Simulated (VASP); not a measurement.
# Si16N in VASP: single point with PBE+D3(BJ)

Aim: the single point of Si16N with PBE+D3(BJ).

Everything below comes from runs of VASP 6.6.1. Logs are shortened: lines on timing, memory, paths and dates and some standing lists are left out, and cuts for length are marked.

**1. The cell of the first run**

The cell holds a slab with vacuum, 34 atoms: a = 7.631 Å, b = 7.631 Å, c = 28.987 Å, α = 90.00°, β = 90.00°, γ = 120.00°.

**2. Single point, PBE+D3(BJ)**

The input, INCAR:

```
SYSTEM = Si16N
PREC = Accurate ; ENCUT = 520
EDIFF = 1E-6 ; ISMEAR = 0
SIGMA = 0.05 ; LREAL = Auto
LASPH = .True. ; NELM = 80
ALGO = Fast ; ISIF = 2
LWAVE = .False. ; LCHARG = .False.
LDIPOL = .True. ; IDIPOL = 3
DIPOL = 0.5 0.5 0.332 ; GGA = PE
IVDW = 12 ; NBANDS = 92
```

The input, KPOINTS:

```
Automatic mesh
0
Gamma
  6 6 1
  0 0 0
```

The input, POSCAR:

```
Si16N
1.0
    7.6310340353      0.0000000000      0.0000000000
   -3.8155170176      6.6086693317      0.0000000000
    0.0000000000      0.0000000000     28.9874814887
Si N
32 2
Direct
    0.3333333333      0.1666666667      0.1379906013
    0.3333333333      0.6666666667      0.1379906013
    0.8333333333      0.1666666667      0.1379906013
    0.8333333333      0.6666666667      0.1379906013
    0.1666666667      0.3333333333      0.1654736886
    0.1666666667      0.8333333333      0.1654736886
    0.6666666667      0.3333333333      0.1654736886
    0.6666666667      0.8333333333      0.1654736886
    0.1666666667      0.3333333333      0.2468813265
    0.1666666667      0.8333333333      0.2468813265
    0.6666666667      0.3333333333      0.2468813265
    0.6666666667      0.8333333333      0.2468813265
    0.3333333333      0.1666666667      0.2743644139
    0.3333333333      0.6666666667      0.2743644139
    0.8333333333      0.1666666667      0.2743644139
    0.8333333333      0.6666666667      0.2743644139
    0.3333333333      0.1666666667      0.3556303192
    0.3333333333      0.6666666667      0.3556303192
    0.8333333333      0.1666666667      0.3556303192
    0.8333333333      0.6666666667      0.3556303192
    0.1666666667      0.3333333333      0.3827070110
    0.1666666667      0.8333333333      0.3827070110
    0.6666666667      0.3333333333      0.3827070110
    0.6666666667      0.8333333333      0.3827070110
    0.1666666667      0.3333333333      0.4657581719
    0.1666666667      0.8333333333      0.4657581719
    0.6666666667      0.3333333333      0.4657581719
    0.6666666667      0.8333333333      0.4657581719
    0.3333333333      0.1666666667      0.4894347753
    0.3333333333      0.6666666667      0.4894347753
    0.8333333333      0.1666666667      0.4894347753
    0.8333333333      0.6666666667      0.4894347753
    0.5000000000      0.2500000000      0.5963774913
    0.5000000000      0.2500000000      0.6343249066
```

Potentials or basis: VASP PAW PBE potentials, release 64 (Si, N).

Command:

```bash
$ cat potpaw_PBE.64/Si/POTCAR potpaw_PBE.64/N/POTCAR > POTCAR
$ mpirun -np 1 vasp_std > vasp.out
```

OUTCAR:

```text
SYSTEM = Si16N
   PREC = Accurate
   ENCUT = 520
   EDIFF = 1E-6
   ISMEAR = 0
   LREAL = Auto
   LASPH = .True.
   NELM = 80
   ISIF = 2
   GGA = PE
   IVDW = 12
 IVDW          = 12

 ion  position               nearest neighbor table
   1  0.333  0.167  0.138-   5 2.34   6 2.34   7 2.34
   2  0.333  0.667  0.138-   6 2.34   5 2.34   8 2.34
   3  0.833  0.167  0.138-   7 2.34   8 2.34   5 2.34
   4  0.833  0.667  0.138-   8 2.34   7 2.34   6 2.34
   5  0.167  0.333  0.165-   1 2.34   2 2.34   3 2.34   9 2.36
   6  0.167  0.833  0.165-   2 2.34   1 2.34   4 2.34  10 2.36
   7  0.667  0.333  0.165-   3 2.34   4 2.34   1 2.34  11 2.36
   8  0.667  0.833  0.165-   4 2.34   3 2.34   2 2.34  12 2.36
   9  0.167  0.333  0.247-  13 2.34  14 2.34  15 2.34   5 2.36
  10  0.167  0.833  0.247-  14 2.34  13 2.34  16 2.34   6 2.36
[... 16 lines left out ...]
  27  0.667  0.333  0.466-  31 2.31  32 2.31  29 2.31  23 2.41
  28  0.667  0.833  0.466-  32 2.31  31 2.31  30 2.31  24 2.41
  29  0.333  0.167  0.489-  25 2.31  26 2.31  27 2.31
  30  0.333  0.667  0.489-  26 2.31  25 2.31  28 2.31
  31  0.833  0.167  0.489-  27 2.31  28 2.31  25 2.31
  32  0.833  0.667  0.489-  28 2.31  27 2.31  26 2.31
  33  0.500  0.250  0.596-  34 1.10
  34  0.500  0.250  0.634-  33 1.10

  LATTYP: Found a hexagonal cell.
 ALAT       =     7.6310340353
 C/A-ratio  =     3.7986308742

  Lattice vectors:

 A1 = (   7.6310340353,   0.0000000000,   0.0000000000)
 A2 = (  -3.8155170176,   6.6086693317,   0.0000000000)
 A3 = (   0.0000000000,   0.0000000000,  28.9874814887)

Analysis of symmetry for initial positions (statically):
=====================================================================
 Subroutine PRICEL returns:
 Original cell was already a primitive cell.

 Routine SETGRP: Setting up the symmetry group for a
 hexagonal supercell.

 Subroutine GETGRP returns: Found  2 space group operations
 (whereof  2 operations were pure point group operations)
 out of a pool of 24 trial point group operations.

The static configuration has the point symmetry C_1h.

Analysis of symmetry for dynamics (positions and initial velocities):
=====================================================================
 Subroutine PRICEL returns:
 Original cell was already a primitive cell.

 Routine SETGRP: Setting up the symmetry group for a
 hexagonal supercell.

 Subroutine GETGRP returns: Found  2 space group operations
 (whereof  2 operations were pure point group operations)
 out of a pool of 24 trial point group operations.

The dynamic configuration has the point symmetry C_1h.

 Subroutine INISYM returns: Found  2 space group operations
 (whereof  2 operations are pure point group operations),
 and found     1 'primitive' translations

----------------------------------------------------------------------------------------

                                     Primitive cell

  volume of cell :    1461.8671

  direct lattice vectors                    reciprocal lattice vectors
     7.631034035  0.000000000  0.000000000     0.131043840  0.075658196  0.000000000
    -3.815517018  6.608669332  0.000000000     0.000000000  0.151316392  0.000000000
     0.000000000  0.000000000 28.987481489     0.000000000  0.000000000  0.034497650

  length of vectors
     7.631034035  7.631034035 28.987481489     0.151316392  0.151316392  0.034497650

  position of ions in fractional coordinates (direct lattice)
     0.333333333  0.166666667  0.137990601
     0.333333333  0.666666667  0.137990601
     0.833333333  0.166666667  0.137990601
     0.833333333  0.666666667  0.137990601
     0.166666667  0.333333333  0.165473689
     0.166666667  0.833333333  0.165473689
[... 26 lines left out ...]
     0.500000000  0.250000000  0.596377491
     0.500000000  0.250000000  0.634324907

  ion indices of the primitive-cell ions
   primitive index   ion index
                 1           1
                 2           2
                 3           3
                 4           4
                 5           5
                 6           6
[... 26 lines left out ...]
                33          33
                34          34

----------------------------------------------------------------------------------------

 KPOINTS: Automatic mesh

Automatic generation of k-mesh.
 Grid dimensions read from file:
 generate k-points for:    6    6    1

 Generating k-lattice:

  Cartesian coordinates                     Fractional coordinates (reciprocal lattice)
     0.021840640  0.012609699  0.000000000     0.166666667  0.000000000  0.000000000
     0.000000000  0.025219399  0.000000000     0.000000000  0.166666667  0.000000000
     0.000000000  0.000000000  0.034497650     0.000000000  0.000000000  1.000000000

  Length of vectors
     0.025219399  0.025219399  0.034497650

  Shift w.r.t. Gamma in fractional coordinates (k-lattice)
     0.000000000  0.000000000  0.000000000

 Subroutine IBZKPT returns following result:
 ===========================================

 Found     13 irreducible k-points:

 Following reciprocal coordinates:
            Coordinates               Weight
  0.000000  0.000000  0.000000      1.000000
  0.166667  0.000000  0.000000      2.000000
  0.000000  0.166667  0.000000      4.000000
  0.333333  0.000000  0.000000      2.000000
  0.000000  0.333333  0.000000      4.000000
  0.500000 -0.000000  0.000000      1.000000
  0.000000  0.500000  0.000000      2.000000
  0.166667  0.166667  0.000000      4.000000
 -0.166667  0.333333  0.000000      2.000000
  0.333333  0.166667  0.000000      4.000000
 -0.166667  0.500000  0.000000      4.000000
  0.500000  0.333333  0.000000      4.000000
  0.333333  0.333333  0.000000      2.000000
   k-points           NKPTS =     13   k-points in BZ     NKDIM =     13   number of bands    NBANDS=     92
   number of dos      NEDOS =    301   number of ions     NIONS =     34
   total plane-waves  NPLWV = 777600
   dimension x,y,z NGX =    60 NGY =   60 NGZ =  216
   dimension x,y,z NGXF=   120 NGYF=  120 NGZF=  432
   ions per type =              32   2
   NGX,Y,Z   is equivalent  to a cutoff of  13.07, 13.07, 12.39 a.u.
   NGXF,Y,Z  is equivalent  to a cutoff of  26.14, 26.14, 24.78 a.u.
 SYSTEM =  Si16N
   PREC   = accura    normal or accurate (medium, high low for compatibility)
   ISTART =      0    job   : 0-new  1-cont  2-samecut
   ICHARG =      2    charge: 1-file 2-atom 10-const
   ISPIN  =      1    spin polarized calculation?
   LNONCOLLINEAR =      F non collinear calculations
   LSORBIT =      F    spin-orbit coupling
   LASPH  =      T    aspherical Exc in radial PAW
   ENCUT  =  520.0 eV  38.22 Ry    6.18 a.u.  14.19 14.19 53.90*2*pi/ulx,y,z
   NELM   =     80;   NELMIN=  2; NELMDL= -5     # of ELM steps
   EDIFF  = 0.1E-05   stopping-criterion for ELM
   LREAL  =      T    real-space projection
   EDIFFG = 0.1E-04   stopping-criterion for IOM
   NSW    =      0    number of steps for IOM
   IBRION =     -1    ionic relax: 0-MD 1-quasi-New 2-CG
   NFREE  =      0    steps in history (QN), initial steepest desc. (CG)
   ISIF   =      2    stress and relaxation
   ISYM   =      2    0-nonsym 1-usesym 2-fastsym
   POTIM  = 0.5000    time-step for ionic-motion
   TEBEG  =    0.0;   TEEND  =   0.0 temperature during run
   PSTRESS=    0.0 pullay stress
   NELECT =     138.0000    total number of electrons
   NUPDOWN=      -1.0000    fix difference up-down
   EMIN   =  10.00;   EMAX   =-10.00  energy-range for DOS
   EFERMI =   0.00;   METHOD = LEGACY
   ISMEAR =     0;   SIGMA  =   0.05  broadening in eV -4-tet -1-fermi 0-gaus
   EFERMI_NEDOS =   21; number of points for ismear=-14 and -15
   IALGO  =     68    algorithm
   IMIX   =      4    mixing-type and parameters
     AMIX     =   0.40;   BMIX     =  1.00
     AMIX_MAG =   1.60;   BMIX_MAG =  1.00
  volume/ion in A,a.u.               =      43.00       290.15
  Fermi-wavevector in a.u.,A,eV,Ry     =   0.745416  1.408632  7.560004  0.555645
  Thomas-Fermi vector in A             =   1.840997
   LORBIT       =      0    0 simple, 1 ext, 2 COOP (PROOUT), +10 PAW based schemes
   GGA     = PE    functional components
   LHFCALC =     F    Hartree Fock is set to
   AEXX    =    0.0000 exact exchange contribution
   IVDW    =    12    specifies the selected vdW correction
   LEPSILON=     F    determine dielectric tensor
   LRPA    =     F    only Hartree local field effects (RPA)
 non-spin polarized calculation
 RMM-DIIS sequential band-by-band and
 Gauss-broadening in eV      SIGMA  =   0.05
  energy-cutoff  :      520.00
  volume of cell :     1461.87
 maximum number of plane-waves:     39400
 NGX is ok and might be reduce to    60
   NGX = 29   NGY = 29   NGZ =107

 dipolmoment           0.000000      0.000000      0.047142 electrons x Angstroem

 number of electron     137.9999998 magnetization

 dipolmoment           0.000000      0.000000     -0.043440 electrons x Angstroem

 Free energy of the ion-electron system (eV)
  ---------------------------------------------------
  ext. energy  EPLUGINS =         0.00000000
  ---------------------------------------------------
  free energy    TOTEN  =      -179.37095473 eV

  energy without entropy =     -179.33855653  energy(sigma->0) =     -179.35475563

 E-fermi :  -0.0133     XC(G=0):  -4.8615

 val. band max:       -0.0136781177   @ k =   0.5000  -0.0000   0.0000
 cond. band min:      -0.0126555040   @ k =   0.0000   0.5000   0.0000
 fundamental gap:      0.0010226137
 Fermi energy:        -0.0133333449

 k-point     1 :       0.0000    0.0000    0.0000
  band No.  band energies     occupation
      1     -23.8771      2.00000
      2     -11.8922      2.00000
      3     -11.3492      2.00000
      4     -10.6196      2.00000
      5      -9.9500      2.00000
      6      -9.6941      2.00000
[... 1081 lines left out ...]
     80       2.6889      0.00000
     81       2.7689      0.00000
 [bands above 81 left out]

------------------------ aborting loop because EDIFF is reached ----------------------------------------

 vacuum level on the upper side and lower side of the slab       (xc-potential included)        -0.174        -0.017

 Edisp (eV)   -9.20935

 E8    (eV) :    -3.8954

  FORCE on cell =-STRESS in cart. coord.  units (eV):
  Direction    XX          YY          ZZ          XY          YZ          ZX
  --------------------------------------------------------------------------------------
  -------------------------------------------------------------------------------------
  Total       2.20008     2.17373     0.90820     0.02282     0.07619     0.13197
  in kB       2.41125     2.38236     0.99537     0.02501     0.08351     0.14464
  external pressure =        1.93 kB  Pullay stress =        0.00 kB

 VOLUME and BASIS-vectors are now :
 -----------------------------------------------------------------------------
  energy-cutoff  :      520.00
  volume of cell :     1461.87
      direct lattice vectors                 reciprocal lattice vectors
     7.631034035  0.000000000  0.000000000     0.131043840  0.075658196  0.000000000
    -3.815517018  6.608669332  0.000000000     0.000000000  0.151316392  0.000000000
     0.000000000  0.000000000 28.987481489     0.000000000  0.000000000  0.034497650

 POSITION                                       TOTAL-FORCE (eV/Angst)
 -----------------------------------------------------------------------------------
      1.90776      1.10144      4.00000         0.004148      0.002395      0.511366
     -0.00000      4.40578      4.00000         0.001410      0.000814      0.515327
      5.72328      1.10144      4.00000        -0.003682      0.004712      0.512237
      3.81552      4.40578      4.00000         0.002240     -0.005545      0.512237
      0.00000      2.20289      4.79667         0.002485     -0.003812     -0.673362
     -1.90776      5.50722      4.79667        -0.002058      0.004058     -0.673362
[... 26 lines left out ...]
      2.86164      1.65217     17.28748         0.087814      0.050700     -2.158306
      2.86164      1.65217     18.38748        -0.036680     -0.021177      2.182710
 -----------------------------------------------------------------------------------
    total drift:                                0.000015      0.000009      0.003697

  FREE ENERGIE OF THE ION-ELECTRON SYSTEM (eV)
  ---------------------------------------------------
  free  energy   TOTEN  =      -188.5803032705 eV

  energy  without entropy=     -188.5479050752  energy(sigma->0) =     -188.56410417

 vacuum level on the upper side and lower side of the slab         4.577         4.735
```

Wall time 1.7 h (1 thread of Oxide Virtual Turin-like, shared host); peak memory 2 GiB.

What came out:

```yaml
Free_energy: -188.5803 eV
Largest_force: 2.183 eV/Å
Band_gap_on_the_k_mesh: zero (bands 69 and 70 overlap by 0.34 eV)
Dispersion_energy_per_atom: -0.271 eV
```

Forces in eV/Å, atoms in the order of the input:
```
Si   0.004  0.002  0.511
Si   0.001  0.001  0.515
Si  -0.004  0.005  0.512
Si   0.002 -0.006  0.512
Si   0.002 -0.004 -0.673
Si  -0.002  0.004 -0.673
Si  -0.006 -0.003 -0.679
Si   0.001  0.000 -0.662
Si   0.006 -0.002  0.225
Si   0.001  0.006  0.225
Si  -0.006 -0.003  0.231
Si   0.002  0.001  0.219
Si   0.003  0.002 -0.054
Si  -0.002 -0.001 -0.048
Si  -0.007  0.008 -0.049
Si   0.003 -0.010 -0.049
Si  -0.002 -0.001 -0.001
Si   0.007  0.004  0.016
Si   0.001 -0.012  0.023
Si  -0.009  0.007  0.023
Si   0.028 -0.007  0.025
Si   0.008  0.027  0.025
Si  -0.038 -0.022  0.060
Si   0.002  0.001  0.033
Si  -0.040  0.018 -0.013
Si  -0.004 -0.044 -0.013
Si   0.033  0.019 -0.006
Si   0.004  0.003 -0.036
Si  -0.032 -0.018 -0.226
Si   0.005  0.003 -0.003
Si  -0.009  0.000  0.002
Si  -0.005 -0.008  0.002
N    0.088  0.051 -2.158
N   -0.037 -0.021  2.183
```

Caveat: the standard files for N, O and F lose accuracy on very short bonds.
